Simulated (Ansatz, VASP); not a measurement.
LiBe4: VASP beside Ansatz

```
Li Be
1.0
     1.82638    1.05446    3.74590
    -1.82638    1.05446    3.74590
     0.00000   -2.10892    3.74590
Li Be
1 4
Cartesian
  0.0000 0.0000 5.6188
  0.0000 0.0000 10.1785
  0.0000 0.0000 1.0592
  0.0000 0.0000 7.8817
  0.0000 0.0000 3.3560
```

Alike in both runs: functional PBE; k mesh 6 × 6 × 6; occupations gaussian, width 0.2 eV; no spin polarisation.

Ansatz relaxed the structure, and its values are those at the end. VASP's run is a single point on that final structure, the one shown.

|  | VASP | Ansatz |
| --- | --- | --- |
| version | VASP 6.6.1 | Ansatz 0.2.0 |
| potentials or method | VASP PAW PBE potentials, release 64 (Li_sv, Be), cutoff 750 eV | scalar-relativistic, plane waves, PAW |
| valence electrons in the cell | 11 | 11 |

|  | VASP | Ansatz | Ansatz less VASP |
| --- | --- | --- | --- |
| gap on the k mesh at the Fermi level (eV) | none | none | - |
| pressure (GPa) | -0.1 | -0.2 | -0.07 |

A gap of «none» marks a metal or a gap that the smearing closes.
